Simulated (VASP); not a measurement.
# Cd2S (P4/mmm) in VASP: relaxation of cell and atoms with PBE

Aim: the relaxation of cell and atoms of Cd2S with PBE.

Everything below comes from runs of VASP 6.6.1. Logs are shortened: lines on timing, memory, paths and dates and some standing lists are left out, and cuts for length are marked.

## 1. The cell of the first run

The structure is tetragonal, space group P4/mmm (No. 123). Conventional cell: a = 5.200 Å, b = 5.200 Å, c = 3.756 Å, α = 90.00°, β = 90.00°, γ = 90.00°. Cd (site symmetry mmm) has 2 S at 2.60 Å within 3.4 Å. Within 3.4 Å of S (site symmetry 4/mmm) lie 4 Cd at 2.60 Å.

The cell was built from a structure type or drawn by symmetry, and may not be a known phase.

## 2. Relaxation of cell and atoms, PBE

INCAR

```
PREC = Accurate
ENCUT = 500
EDIFF = 1E-7
ISMEAR = 0
SIGMA = 0.1
LREAL = F
LASPH = T
NELM = 120
ALGO = Normal
ISIF = 3
LWAVE = F
LCHARG = F
GGA = PE
IBRION = 2
NSW = 100
EDIFFG = -0.01
GGA_COMPAT = F
NELMIN = 4
```

KPOINTS

```
Automatic mesh
0
Gamma
  10 10 12
```

POSCAR

```
Cd2S
1.0
    5.1999893599      0.0000000000      0.0000000000
    0.0000000000      5.1999893599      0.0000000000
    0.0000000000      0.0000000000      3.7563788746
Cd S
2 1
Direct
    0.0000000000      0.5000000000      0.0000000000
    0.5000000000      0.0000000000      0.0000000000
    0.0000000000      0.0000000000      0.0000000000
```

Potentials or basis: VASP PAW PBE potentials, release 64 (Cd, S).

Command:

```bash
$ cat potpaw_PBE.64/Cd/POTCAR potpaw_PBE.64/S/POTCAR > POTCAR
$ mpirun -np 1 vasp_std > vasp.out
```

OUTCAR:

```text
PREC = Accurate
   ENCUT = 500
   EDIFF = 1E-7
   ISMEAR = 0
   LREAL = F
   LASPH = T
   NELM = 120
   ISIF = 3
   GGA = PE
   IBRION = 2
   NSW = 100
   EDIFFG = -0.01
   NELMIN = 4

 ion  position               nearest neighbor table
   1  0.000  0.500  0.000-   3 2.60   3 2.60   2 3.68   2 3.68   2 3.68   2 3.68
   2  0.500  0.000  0.000-   3 2.60   3 2.60   1 3.68   1 3.68   1 3.68   1 3.68
   3  0.000  0.000  0.000-   1 2.60   2 2.60   1 2.60   2 2.60

  LATTYP: Found a simple tetragonal cell.
 ALAT       =     5.1999893599
 C/A-ratio  =     0.7223820309

  Lattice vectors:

 A1 = (   5.1999893599,   0.0000000000,   0.0000000000)
 A2 = (   0.0000000000,   5.1999893599,   0.0000000000)
 A3 = (   0.0000000000,   0.0000000000,   3.7563788746)

Analysis of symmetry for initial positions (statically):
=====================================================================
 Subroutine PRICEL returns:
 Original cell was already a primitive cell.

 Routine SETGRP: Setting up the symmetry group for a
 simple tetragonal supercell.

 Subroutine GETGRP returns: Found 16 space group operations
 (whereof 16 operations were pure point group operations)
 out of a pool of 16 trial point group operations.

The static configuration has the point symmetry D_4h.

Analysis of symmetry for dynamics (positions and initial velocities):
=====================================================================
 Subroutine PRICEL returns:
 Original cell was already a primitive cell.

 Routine SETGRP: Setting up the symmetry group for a
 simple tetragonal supercell.

 Subroutine GETGRP returns: Found 16 space group operations
 (whereof 16 operations were pure point group operations)
 out of a pool of 16 trial point group operations.

The dynamic configuration has the point symmetry D_4h.

 Subroutine INISYM returns: Found 16 space group operations
 (whereof 16 operations are pure point group operations),
 and found     1 'primitive' translations

----------------------------------------------------------------------------------------

                                     Primitive cell

  volume of cell :     101.5721

  direct lattice vectors                    reciprocal lattice vectors
     5.199989360  0.000000000  0.000000000     0.192308086  0.000000000  0.000000000
     0.000000000  5.199989360  0.000000000     0.000000000  0.192308086  0.000000000
     0.000000000  0.000000000  3.756378875     0.000000000  0.000000000  0.266213828

  length of vectors
     5.199989360  5.199989360  3.756378875     0.192308086  0.192308086  0.266213828

  position of ions in fractional coordinates (direct lattice)
     0.000000000  0.500000000  0.000000000
     0.500000000  0.000000000  0.000000000
     0.000000000  0.000000000  0.000000000

  ion indices of the primitive-cell ions
   primitive index   ion index
                 1           1
                 2           2
                 3           3

----------------------------------------------------------------------------------------

 KPOINTS: Automatic mesh

Automatic generation of k-mesh.
 Grid dimensions read from file:
 generate k-points for:   10   10   12

 Generating k-lattice:

  Cartesian coordinates                     Fractional coordinates (reciprocal lattice)
     0.019230809  0.000000000  0.000000000     0.100000000  0.000000000  0.000000000
     0.000000000  0.019230809  0.000000000     0.000000000  0.100000000  0.000000000
     0.000000000  0.000000000  0.022184486     0.000000000  0.000000000  0.083333333

  Length of vectors
     0.019230809  0.019230809  0.022184486

  Shift w.r.t. Gamma in fractional coordinates (k-lattice)
     0.000000000  0.000000000  0.000000000

 Subroutine IBZKPT returns following result:
 ===========================================

 Found    147 irreducible k-points:

 Following reciprocal coordinates:
            Coordinates               Weight
  0.000000  0.000000  0.000000      1.000000
  0.100000  0.000000  0.000000      4.000000
  0.200000  0.000000  0.000000      4.000000
  0.300000  0.000000  0.000000      4.000000
  0.400000  0.000000  0.000000      4.000000
  0.500000  0.000000  0.000000      2.000000
[... 16 lines left out ...]
  0.100000  0.000000  0.083333      8.000000
  0.200000  0.000000  0.083333      8.000000
 [... further k-points ...]
   k-points           NKPTS =    147   k-points in BZ     NKDIM =    147   number of bands    NBANDS=     19
   number of dos      NEDOS =    301   number of ions     NIONS =      3
   total plane-waves  NPLWV =  44800
   dimension x,y,z NGX =    40 NGY =   40 NGZ =   28
   dimension x,y,z NGXF=    80 NGYF=   80 NGZF=   56
   ions per type =               2   1
   NGX,Y,Z   is equivalent  to a cutoff of  12.79, 12.79, 12.39 a.u.
   NGXF,Y,Z  is equivalent  to a cutoff of  25.58, 25.58, 24.78 a.u.
 SYSTEM =  unknown system
   PREC   = accura    normal or accurate (medium, high low for compatibility)
   ISTART =      0    job   : 0-new  1-cont  2-samecut
   ICHARG =      2    charge: 1-file 2-atom 10-const
   ISPIN  =      1    spin polarized calculation?
   LNONCOLLINEAR =      F non collinear calculations
   LSORBIT =      F    spin-orbit coupling
   LASPH  =      T    aspherical Exc in radial PAW
   ENCUT  =  500.0 eV  36.75 Ry    6.06 a.u.   9.48  9.48  6.85*2*pi/ulx,y,z
   NELM   =    120;   NELMIN=  4; NELMDL= -5     # of ELM steps
   EDIFF  = 0.1E-06   stopping-criterion for ELM
   LREAL  =      F    real-space projection
   EDIFFG = -.1E-01   stopping-criterion for IOM
   NSW    =    100    number of steps for IOM
   IBRION =      2    ionic relax: 0-MD 1-quasi-New 2-CG
   NFREE  =      1    steps in history (QN), initial steepest desc. (CG)
   ISIF   =      3    stress and relaxation
   ISYM   =      2    0-nonsym 1-usesym 2-fastsym
   POTIM  = 0.5000    time-step for ionic-motion
   TEBEG  =    0.0;   TEEND  =   0.0 temperature during run
   PSTRESS=    0.0 pullay stress
   NELECT =      30.0000    total number of electrons
   NUPDOWN=      -1.0000    fix difference up-down
   EMIN   =  10.00;   EMAX   =-10.00  energy-range for DOS
   EFERMI =   0.00;   METHOD = LEGACY
   ISMEAR =     0;   SIGMA  =   0.10  broadening in eV -4-tet -1-fermi 0-gaus
   EFERMI_NEDOS =   21; number of points for ismear=-14 and -15
   IALGO  =     38    algorithm
   IMIX   =      4    mixing-type and parameters
     AMIX     =   0.40;   BMIX     =  1.00
     AMIX_MAG =   1.60;   BMIX_MAG =  1.00
  volume/ion in A,a.u.               =      33.86       228.48
  Fermi-wavevector in a.u.,A,eV,Ry     =   1.090244  2.060263 16.172328  1.188633
  Thomas-Fermi vector in A             =   2.226465
   LORBIT       =      0    0 simple, 1 ext, 2 COOP (PROOUT), +10 PAW based schemes
   GGA     = PE    functional components
   LHFCALC =     F    Hartree Fock is set to
   AEXX    =    0.0000 exact exchange contribution
   IVDW    =     0    specifies the selected vdW correction
   LEPSILON=     F    determine dielectric tensor
   LRPA    =     F    only Hartree local field effects (RPA)
 conjugate gradient relaxation of ions
 non-spin polarized calculation
 Gauss-broadening in eV      SIGMA  =   0.10
  energy-cutoff  :      500.00
  volume of cell :      101.57
 maximum number of plane-waves:      2606
 NGX is ok and might be reduce to    40
   NGX = 19   NGY = 19   NGZ = 13

--------------------------------------- Ionic step        1  -------------------------------------------

 number of electron      30.0000003 magnetization

 Free energy of the ion-electron system (eV)
  ---------------------------------------------------
  ext. energy  EPLUGINS =         0.00000000
  ---------------------------------------------------
  free energy    TOTEN  =        -4.93054384 eV

  energy without entropy =       -4.92640774  energy(sigma->0) =       -4.92847579

------------------------ aborting loop because EDIFF is reached ----------------------------------------

  FORCE on cell =-STRESS in cart. coord.  units (eV):
  Direction    XX          YY          ZZ          XY          YZ          ZX
  --------------------------------------------------------------------------------------
  -------------------------------------------------------------------------------------
  Total        0.1832329      0.1832329      0.2066131      0.0000000      0.0000000      0.0000000
  in kB        2.8902795      2.8902795      3.2590734      0.0000000      0.0000000      0.0000000
  external PRESSURE =       3.0132108 kB  Pullay stress =       0.0000000 kB
[... 207 lines left out ...]
  energy  without entropy=       -4.9294201919  energy(sigma->0) =       -4.93157256

--------------------------------------- Ionic step        7  -------------------------------------------

 number of electron      30.0000014 magnetization

 Free energy of the ion-electron system (eV)
  ---------------------------------------------------
  ext. energy  EPLUGINS =         0.00000000
  ---------------------------------------------------
  free energy    TOTEN  =        -4.93453324 eV

  energy without entropy =       -4.93046108  energy(sigma->0) =       -4.93249716

 E-fermi :   0.8265     XC(G=0):  -7.9094

 val. band max:        0.7762760636   @ k =   0.5000   0.5000   0.3333
 cond. band min:       0.8328302949   @ k =   0.3000   0.3000   0.2500
 fundamental gap:      0.0565542313
 Fermi energy:         0.8265317575

 k-point     1 :       0.0000    0.0000    0.0000
  band No.  band energies     occupation
      1     -12.6819      2.00000
      2      -8.1903      2.00000
      3      -8.1136      2.00000
      4      -8.0263      2.00000
      5      -7.9523      2.00000
      6      -7.9523      2.00000
[... 11 lines left out ...]
     18       4.2647      0.00000
     19       6.5953      0.00000
[... 489 lines left out ...]
      3      -8.1030      2.00000
      4      -8.0868      2.00000
      5      -7.9560      2.00000
      6      -7.9520      2.00000
[... 11 lines left out ...]
     18       3.8936      0.00000
     19       6.0792      0.00000

 [... further k-points ...]
[... 5 lines left out ...]
  --------------------------------------------------------------------------------------
  -------------------------------------------------------------------------------------
  Total        0.0264757      0.0264757      0.0001403      0.0000000      0.0000000     -0.0000000
  in kB        0.4009670      0.4009670      0.0021242      0.0000000      0.0000000     -0.0000000
  external PRESSURE =       0.2680194 kB  Pullay stress =       0.0000000 kB
[... 18 lines left out ...]
  FREE ENERGIE OF THE ION-ELECTRON SYSTEM (eV)
  ---------------------------------------------------
  free  energy   TOTEN  =        -4.9345332354 eV

  energy  without entropy=       -4.9304610847  energy(sigma->0) =       -4.93249716

 reached required accuracy - stopping structural energy minimisation
```

Run time: 25 min. Hardware: 1 thread of Intel Xeon 8259CL, shared host; peak memory 0.39 GiB.

Results:

```
Free energy                           : -4.9345 eV
Relaxed volume                        : 35.26 Å³/atom
Relaxed cell                          : a = 5.214 Å, b = 5.214 Å, c = 3.891 Å, α = 90.00°, β = 90.00°, γ = 90.00°
Space group after relaxing (to 0.1 Å) : P4/mmm (No. 123)
Energy gained by relaxing             : 1.3 meV/atom
Ionic steps                           : 7
Pressure after relaxing               : 0.0 GPa
Band gap on the k mesh                : zero (bands 15 and 16 overlap by 2.18 eV)
```

The path:
| step | energy change (eV) | largest force (eV/Å) | pressure (GPa) | volume (Å³) |
| --- | --- | --- | --- | --- |
| 1 | 0.0000 | 0.0000 | 0.30 | 101.57 |
| 2 | -0.0011 | 0.0000 | 0.08 | 102.51 |
| 3 | -0.0013 | 0.0000 | -0.02 | 102.93 |
| 4 | -0.0021 | 0.0000 | -0.01 | 103.38 |
| 5 | -0.0037 | 0.0000 | 0.01 | 104.71 |
| 6 | -0.0032 | 0.0000 | 0.06 | 107.37 |
| 7 | -0.0040 | 0.0000 | 0.03 | 105.79 |

Final structure:
```yaml
crystal:
  lattice:
    - [5.21400, 0.00000, 0.00000]
    - [0.00000, 5.21400, 0.00000]
    - [0.00000, 0.00000, 3.89141]
  atoms:
    - { symbol: Cd, position: [0.00000, 0.50000, 0.00000] }
    - { symbol: Cd, position: [0.50000, 0.00000, 0.00000] }
    - { symbol: S, position: [0.00000, 0.00000, 0.00000] }
```
